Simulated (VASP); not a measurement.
# Ti (I4_1/amd) in VASP: further runs

Ti is run at these levels: PBEsol; tasks: single point.

Everything below comes from runs of VASP 6.6.1. Logs are shortened: lines on timing, memory, paths and dates and some standing lists are left out, and cuts for length are marked.

**1. The cell of the first run**

The structure is tetragonal, space group I4_1/amd (No. 141). Conventional cell: a = 4.706 Å, b = 4.706 Å, c = 2.700 Å, α = 90.00°, β = 90.00°, γ = 90.00°. Within 3.2 Å of Ti (site symmetry -4m2) lie 10 Ti at 2.45 to 3.10 Å.

**2. Single point, PBEsol**

INCAR

```
ALGO     = Normal         # electronic algorithm
EDIFF    = 1E-7           # SCF threshold, eV
ENCUT    = 520            # plane-wave cutoff, eV
GGA      = PS             # functional
ISIF     = 2              # what is computed and relaxed
ISMEAR   = -1             # smearing method
LASPH    = True           # aspherical terms in the spheres
LCHARG   = False          # write CHGCAR
LREAL    = False          # projectors in reciprocal space
LWAVE    = False          # write WAVECAR
NBANDS   = 19             # bands
NELM     = 60             # most SCF steps
PREC     = Accurate       # precision mode
SIGMA    = 0.05           # smearing width, eV
```

KPOINTS

```
k-points
0
Gamma
  16 16 16
```

POSCAR

```
Ti
1.0
   -2.3530670311      2.3530670311      1.3500689472
    2.3530670311     -2.3530670311      1.3500689472
    2.3530670311      2.3530670311     -1.3500689472
Ti
2
Direct
   -0.3750000000     -0.1250000000     -0.2500000000
    0.3750000000      0.1250000000      0.2500000000
```

Potentials or basis: VASP PAW PBE potentials, release 64 (Ti_sv).

On the command line:

```bash
cat potpaw_PBE.64/Ti_sv/POTCAR > POTCAR
mpirun -np 1 vasp_std > vasp.out
```

OUTCAR:

```text
EDIFF = 1E-7
   ENCUT = 520
   GGA = PS
   ISIF = 2
   ISMEAR = -1
   LASPH = True
   LREAL = False
   NELM = 60
   PREC = Accurate

 ion  position               nearest neighbor table
   1  0.625  0.875  0.750-   2 2.45   2 2.45   2 2.45   2 2.45
   2  0.375  0.125  0.250-   1 2.45   1 2.45   1 2.45   1 2.45

  LATTYP: Found a body centered tetragonal cell.
 ALAT       =     4.7061340622
 C/A-ratio  =     0.5737486138

  Lattice vectors:

 A1 = (  -2.3530670311,   2.3530670311,   1.3500689472)
 A2 = (   2.3530670311,  -2.3530670311,   1.3500689472)
 A3 = (   2.3530670311,   2.3530670311,  -1.3500689472)

Analysis of symmetry for initial positions (statically):
=====================================================================
 Subroutine PRICEL returns:
 Original cell was already a primitive cell.

 Routine SETGRP: Setting up the symmetry group for a
 body centered tetragonal supercell.

 Subroutine GETGRP returns: Found 16 space group operations
 (whereof  4 operations were pure point group operations)
 out of a pool of 16 trial point group operations.

The static configuration has the point symmetry C_2h.
 The point group associated with its full space group is D_4h.

Analysis of symmetry for dynamics (positions and initial velocities):
=====================================================================
 Subroutine PRICEL returns:
 Original cell was already a primitive cell.

 Routine SETGRP: Setting up the symmetry group for a
 body centered tetragonal supercell.

 Subroutine GETGRP returns: Found 16 space group operations
 (whereof  4 operations were pure point group operations)
 out of a pool of 16 trial point group operations.

The dynamic configuration has the point symmetry C_2h.
 The point group associated with its full space group is D_4h.

 Subroutine INISYM returns: Found 16 space group operations
 (whereof  4 operations are pure point group operations),
 and found     1 'primitive' translations

----------------------------------------------------------------------------------------

                                     Primitive cell

  volume of cell :      29.9009

  direct lattice vectors                    reciprocal lattice vectors
    -2.353067031  2.353067031  1.350068947     0.000000000  0.212488634  0.370351456
     2.353067031 -2.353067031  1.350068947     0.212488634  0.000000000  0.370351456
     2.353067031  2.353067031 -1.350068947     0.212488634  0.212488634  0.000000000

  length of vectors
     3.591174608  3.591174608  3.591174608     0.426979649  0.426979649  0.300504309

  position of ions in fractional coordinates (direct lattice)
     0.625000000  0.875000000  0.750000000
     0.375000000  0.125000000  0.250000000

  ion indices of the primitive-cell ions
   primitive index   ion index
                 1           1
                 2           2

----------------------------------------------------------------------------------------

 KPOINTS: k-points

Automatic generation of k-mesh.
 Grid dimensions read from file:
 generate k-points for:   16   16   16

 Generating k-lattice:

  Cartesian coordinates                     Fractional coordinates (reciprocal lattice)
     0.000000000  0.013280540  0.023146966     0.062500000  0.000000000  0.000000000
     0.013280540  0.000000000  0.023146966     0.000000000  0.062500000  0.000000000
     0.013280540  0.013280540  0.000000000     0.000000000  0.000000000  0.062500000

  Length of vectors
     0.026686228  0.026686228  0.018781519

  Shift w.r.t. Gamma in fractional coordinates (k-lattice)
     0.000000000  0.000000000  0.000000000

 Subroutine IBZKPT returns following result:
 ===========================================

 Found    349 irreducible k-points:

 Following reciprocal coordinates:
            Coordinates               Weight
  0.000000  0.000000  0.000000      1.000000
  0.062500 -0.000000  0.000000      8.000000
  0.125000 -0.000000  0.000000      8.000000
  0.187500 -0.000000  0.000000      8.000000
  0.250000 -0.000000  0.000000      8.000000
  0.312500 -0.000000  0.000000      8.000000
[... 16 lines left out ...]
 -0.125000  0.062500 -0.000000     16.000000
 -0.062500  0.062500  0.000000      4.000000
 [... further k-points ...]
   k-points           NKPTS =    349   k-points in BZ     NKDIM =    349   number of bands    NBANDS=     19
   number of dos      NEDOS =    301   number of ions     NIONS =      2
   total plane-waves  NPLWV =  21952
   dimension x,y,z NGX =    28 NGY =   28 NGZ =   28
   dimension x,y,z NGXF=    56 NGYF=   56 NGZF=   56
   ions per type =               2
   NGX,Y,Z   is equivalent  to a cutoff of  12.96, 12.96, 12.96 a.u.
   NGXF,Y,Z  is equivalent  to a cutoff of  25.92, 25.92, 25.92 a.u.
 SYSTEM =  unknown system
   PREC   = accura    normal or accurate (medium, high low for compatibility)
   ISTART =      0    job   : 0-new  1-cont  2-samecut
   ICHARG =      2    charge: 1-file 2-atom 10-const
   ISPIN  =      1    spin polarized calculation?
   LNONCOLLINEAR =      F non collinear calculations
   LSORBIT =      F    spin-orbit coupling
   LASPH  =      T    aspherical Exc in radial PAW
   ENCUT  =  520.0 eV  38.22 Ry    6.18 a.u.   6.68  6.68  6.68*2*pi/ulx,y,z
   NELM   =     60;   NELMIN=  2; NELMDL= -5     # of ELM steps
   EDIFF  = 0.1E-06   stopping-criterion for ELM
   LREAL  =      F    real-space projection
   EDIFFG = 0.1E-05   stopping-criterion for IOM
   NSW    =      0    number of steps for IOM
   IBRION =     -1    ionic relax: 0-MD 1-quasi-New 2-CG
   NFREE  =      0    steps in history (QN), initial steepest desc. (CG)
   ISIF   =      2    stress and relaxation
   ISYM   =      2    0-nonsym 1-usesym 2-fastsym
   POTIM  = 0.5000    time-step for ionic-motion
   TEBEG  =    0.0;   TEEND  =   0.0 temperature during run
   PSTRESS=    0.0 pullay stress
   NELECT =      24.0000    total number of electrons
   NUPDOWN=      -1.0000    fix difference up-down
   EMIN   =  10.00;   EMAX   =-10.00  energy-range for DOS
   EFERMI =   0.00;   METHOD = LEGACY
   ISMEAR =    -1;   SIGMA  =   0.05  broadening in eV -4-tet -1-fermi 0-gaus
   EFERMI_NEDOS =   21; number of points for ismear=-14 and -15
   IALGO  =     38    algorithm
   IMIX   =      4    mixing-type and parameters
     AMIX     =   0.40;   BMIX     =  1.00
     AMIX_MAG =   1.60;   BMIX_MAG =  1.00
  volume/ion in A,a.u.               =      14.95       100.89
  Fermi-wavevector in a.u.,A,eV,Ry     =   1.521424  2.875075 31.493847  2.314732
  Thomas-Fermi vector in A             =   2.630141
   LORBIT       =      0    0 simple, 1 ext, 2 COOP (PROOUT), +10 PAW based schemes
   GGA     = PS    functional components
   LHFCALC =     F    Hartree Fock is set to
   AEXX    =    0.0000 exact exchange contribution
   IVDW    =     0    specifies the selected vdW correction
   LEPSILON=     F    determine dielectric tensor
   LRPA    =     F    only Hartree local field effects (RPA)
 non-spin polarized calculation
  energy-cutoff  :      520.00
  volume of cell :       29.90
 maximum number of plane-waves:       821
   NGX = 13   NGY = 13   NGZ = 13

 number of electron      23.9999998 magnetization

 Free energy of the ion-electron system (eV)
  ---------------------------------------------------
  ext. energy  EPLUGINS =         0.00000000
  ---------------------------------------------------
  free energy    TOTEN  =       -15.72537989 eV

  energy without entropy =      -15.70116556  energy(sigma->0) =      -15.71327273

 E-fermi :   9.4947     XC(G=0): -12.3233

 val. band max:        9.4848338269   @ k =   0.3750   0.0625   0.0625
 cond. band min:       9.4954508994   @ k =  -0.1875   0.1875   0.1875
 fundamental gap:      0.0106170724
 Fermi energy:         9.4946789157

 k-point     1 :       0.0000    0.0000    0.0000
  band No.  band energies     occupation
      1     -46.6424      2.00000
      2     -46.0736      2.00000
      3     -23.4193      2.00000
      4     -23.4193      2.00000
      5     -22.3298      2.00000
      6     -22.3075      2.00000
[... 11 lines left out ...]
     18      14.5334      0.00000
     19      15.3600      0.00000

 k-point     2 :       0.0625   -0.0000    0.0000
  band No.  band energies     occupation
      1     -46.6339      2.00000
      2     -46.0747      2.00000
      3     -23.4177      2.00000
      4     -23.4029      2.00000
      5     -22.3609      2.00000
      6     -22.3381      2.00000
[... 11 lines left out ...]
     18      14.4971      0.00000
     19      15.2024      0.00000

 k-point     3 :       0.1250   -0.0000    0.0000
  band No.  band energies     occupation
      1     -46.6095      2.00000
      2     -46.0779      2.00000
      3     -23.4131      2.00000
      4     -23.3571      2.00000
      5     -22.4507      2.00000
      6     -22.4205      2.00000
[... 11 lines left out ...]
     18      14.3910      0.00000
     19      14.9917      0.00000

 k-point     4 :       0.1875   -0.0000    0.0000
  band No.  band energies     occupation
      1     -46.5718      2.00000
      2     -46.0838      2.00000
      3     -23.4061      2.00000
      4     -23.2918      2.00000
      5     -22.5903      2.00000
      6     -22.5276      2.00000
[... 11 lines left out ...]
     18      14.2178      0.00000
     19      14.8857      0.00000

 k-point     5 :       0.2500   -0.0000    0.0000
  band No.  band energies     occupation
      1     -46.5251      2.00000
      2     -46.0927      2.00000
      3     -23.3977      2.00000
      4     -23.2265      2.00000
      5     -22.7519      2.00000
      6     -22.6337      2.00000
[... 11 lines left out ...]
     18      13.9748      0.00000
     19      14.8098      0.00000

 k-point     6 :       0.3125   -0.0000    0.0000
  band No.  band energies     occupation
      1     -46.4751      2.00000
      2     -46.1046      2.00000
      3     -23.3890      2.00000
      4     -23.1946      2.00000
      5     -22.9019      2.00000
      6     -22.7037      2.00000
[... 11 lines left out ...]
     18      13.6553      0.00000
     19      14.7031      0.00000

 k-point     7 :       0.3750   -0.0000    0.0000
  band No.  band energies     occupation
      1     -46.4288      2.00000
      2     -46.1184      2.00000
      3     -23.3815      2.00000
      4     -23.2216      2.00000
      5     -23.0128      2.00000
      6     -22.7079      2.00000
[... 11 lines left out ...]
     18      13.6178      0.00000
     19      14.5571      0.00000

 k-point     8 :       0.4375   -0.0000    0.0000
  band No.  band energies     occupation
      1     -46.3945      2.00000
      2     -46.1308      2.00000
      3     -23.3764      2.00000
      4     -23.2716      2.00000
      5     -23.0785      2.00000
      6     -22.6664      2.00000
[... 256 lines left out ...]
 k-point    20 :      -0.3125    0.0625   -0.0000
  band No.  band energies     occupation
      1     -46.5039      2.00000
      2     -46.1138      2.00000
      3     -23.4037      2.00000
      4     -23.1586      2.00000
      5     -22.7980      2.00000
      6     -22.6054      2.00000
[... 11 lines left out ...]
     18      13.7532      0.00000
     19      14.6757      0.00000

 k-point    21 :      -0.2500    0.0625   -0.0000
  band No.  band energies     occupation
      1     -46.5527      2.00000
      2     -46.1028      2.00000
      3     -23.4101      2.00000
      4     -23.2250      2.00000
      5     -22.6358      2.00000
      6     -22.5144      2.00000
[... 11 lines left out ...]
     18      14.0304      0.00000
     19      14.7221      0.00000

 k-point    22 :      -0.1875    0.0625   -0.0000
  band No.  band energies     occupation
      1     -46.5941      2.00000
      2     -46.0933      2.00000
      3     -23.4137      2.00000
      4     -23.3039      2.00000
      5     -22.4898      2.00000
      6     -22.4141      2.00000
[... 11 lines left out ...]
     18      14.2436      0.00000
     19      14.7192      0.00000

 k-point    23 :      -0.1250    0.0625   -0.0000
  band No.  band energies     occupation
      1     -46.6232      2.00000
      2     -46.0854      2.00000
      3     -23.4136      2.00000
      4     -23.3699      2.00000
      5     -22.3878      2.00000
      6     -22.3351      2.00000
[... 11 lines left out ...]
     18      14.3965      0.00000
     19      14.8061      0.00000

 k-point    24 :      -0.0625    0.0625    0.0000
  band No.  band energies     occupation
      1     -46.6369      2.00000
      2     -46.0791      2.00000
      3     -23.4100      2.00000
      4     -23.4096      2.00000
      5     -22.3436      2.00000
      6     -22.3058      2.00000
[... 11 lines left out ...]
     18      14.4822      0.00000
     19      15.0614      0.00000

 [... further k-points ...]
[... 5 lines left out ...]
  --------------------------------------------------------------------------------------
  -------------------------------------------------------------------------------------
  Total        2.4186394      2.4186394      2.3657150     -0.0000000      0.0000000      0.0000000
  in kB      129.5976641    129.5976641    126.7618222     -0.0000000      0.0000000      0.0000000
  external PRESSURE =     128.6523834 kB  Pullay stress =       0.0000000 kB

 VOLUME and BASIS-vectors are now :
 -----------------------------------------------------------------------------
  energy-cutoff  :      520.00
  volume of cell :       29.90
      direct lattice vectors                 reciprocal lattice vectors
    -2.353067031  2.353067031  1.350068947     0.000000000  0.212488634  0.370351456
     2.353067031 -2.353067031  1.350068947     0.212488634  0.000000000  0.370351456
     2.353067031  2.353067031 -1.350068947     0.212488634  0.212488634  0.000000000

 POSITION                                       TOTAL-FORCE (eV/Angst)
 -----------------------------------------------------------------------------------
      2.35307      1.17653      1.01255        -0.000000      0.000000     -0.000000
      0.00000      1.17653      0.33752         0.000000     -0.000000      0.000000
 -----------------------------------------------------------------------------------
    total drift:                                0.000000      0.000000     -0.000000

  FREE ENERGIE OF THE ION-ELECTRON SYSTEM (eV)
  ---------------------------------------------------
  free  energy   TOTEN  =       -15.7253798882 eV

  energy  without entropy=      -15.7011655624  energy(sigma->0) =      -15.71327273
```

Wall time 1.8 min (1 thread of Intel Xeon 6975P-C (Granite Rapids), shared host); peak memory 0.28 GiB.

What came out:

| Item | Value |
| --- | --- |
| Free energy | -15.7254 eV |
| Pressure | 12.9 GPa |
| Band gap on the k mesh | zero (band 12 reaches 9.92 eV, above the bottom of band 13 at 8.91 eV) |

Caveat: the PAW data sets were made with another functional, which shifts forces and pressure a little.

**3. Single point, PBEsol**

INCAR

```
PREC = Accurate
ENCUT = 520
EDIFF = 1E-7
ISMEAR = -1
SIGMA = 0.05
LREAL = False
LASPH = True
NELM = 100
ALGO = Normal
ISIF = 2
LWAVE = False
LCHARG = False
GGA = PS
NBANDS = 19
```

KPOINTS

```
Automatic mesh
0
Gamma
  16 16 16
```

POSCAR

```
Ti
1.0
   -2.3532192042      2.3532192042      1.3500665897
    2.3532192042     -2.3532192042      1.3500665897
    2.3532192042      2.3532192042     -1.3500665897
Ti
2
Direct
   -0.3750000000     -0.1250000000     -0.2500000000
    0.3750000000      0.1250000000      0.2500000000
```

Potentials or basis: VASP PAW PBE potentials, release 64 (Ti_sv).

On the command line:

```bash
cat potpaw_PBE.64/Ti_sv/POTCAR > POTCAR
mpirun -np 1 vasp_std > vasp.out
```

OUTCAR:

```text
PREC = Accurate
   ENCUT = 520
   EDIFF = 1E-7
   ISMEAR = -1
   LREAL = False
   LASPH = True
   NELM = 100
   ISIF = 2
   GGA = PS

 ion  position               nearest neighbor table
   1  0.625  0.875  0.750-   2 2.45   2 2.45   2 2.45   2 2.45
   2  0.375  0.125  0.250-   1 2.45   1 2.45   1 2.45   1 2.45

  LATTYP: Found a body centered tetragonal cell.
 ALAT       =     4.7064384084
 C/A-ratio  =     0.5737105100

  Lattice vectors:

 A1 = (  -2.3532192042,   2.3532192042,   1.3500665897)
[... 190 lines left out ...]
      4     -23.4206      2.00000
      5     -22.3315      2.00000
      6     -22.3092      2.00000
[... 505 lines left out ...]
      6     -22.3075      2.00000
[... 11 lines left out ...]
     18      14.4799      0.00000
     19      15.0590      0.00000

 [... further k-points ...]
[... 5 lines left out ...]
  --------------------------------------------------------------------------------------
  -------------------------------------------------------------------------------------
  Total        2.4150658      2.4150658      2.3638576     -0.0000000      0.0000000     -0.0000000
  in kB      129.3896676    129.3896676    126.6461359     -0.0000000      0.0000000     -0.0000000
  external PRESSURE =     128.4751570 kB  Pullay stress =       0.0000000 kB

 VOLUME and BASIS-vectors are now :
 -----------------------------------------------------------------------------
  energy-cutoff  :      520.00
  volume of cell :       29.90
      direct lattice vectors                 reciprocal lattice vectors
    -2.353219204  2.353219204  1.350066590     0.000000000  0.212474894  0.370352102
     2.353219204 -2.353219204  1.350066590     0.212474894  0.000000000  0.370352102
     2.353219204  2.353219204 -1.350066590     0.212474894  0.212474894  0.000000000

 POSITION                                       TOTAL-FORCE (eV/Angst)
 -----------------------------------------------------------------------------------
      2.35322      1.17661      1.01255         0.000000     -0.000000     -0.000000
      0.00000      1.17661      0.33752        -0.000000      0.000000      0.000000
 -----------------------------------------------------------------------------------
    total drift:                                0.000000      0.000000     -0.000000

  FREE ENERGIE OF THE ION-ELECTRON SYSTEM (eV)
  ---------------------------------------------------
  free  energy   TOTEN  =       -15.7256900641 eV

  energy  without entropy=      -15.7014717494  energy(sigma->0) =      -15.71358091
```

Wall time 94 s (1 thread of Intel Xeon 6975P-C (Granite Rapids), shared host); peak memory 0.27 GiB.

What came out:

* Free energy: -15.7257 eV
* Pressure: 12.8 GPa
* Band gap on the k mesh: zero (band 12 reaches 9.92 eV, above the bottom of band 13 at 8.91 eV)

Stress tensor (GPa, compression positive):
```
12.94  0.00  0.00
 0.00 12.94  0.00
 0.00  0.00 12.66
```

Levels at points of the mesh, in eV from the Fermi level:
```tsv
k point	band 9	band 10	band 11	band 12	band 13	band 14	band 15	band 16
(0.00, 0.00, 0.00)	-5.99	-3.25	-1.03	-0.46	0.38	2.77	2.77	2.84
(0.50, 0.00, 0.00)	-2.50	-2.39	-1.07	-0.14	1.35	1.47	1.84	3.15
(0.50, 0.50, 0.00)	-2.93	-2.93	-0.48	-0.48	0.74	0.74	2.45	2.45
(0.50, 0.50, 0.50)	-2.05	-2.05	0.29	0.29	0.83	0.83	2.63	2.63
```

Caveat: the PAW data sets were made with another functional, which shifts forces and pressure a little.
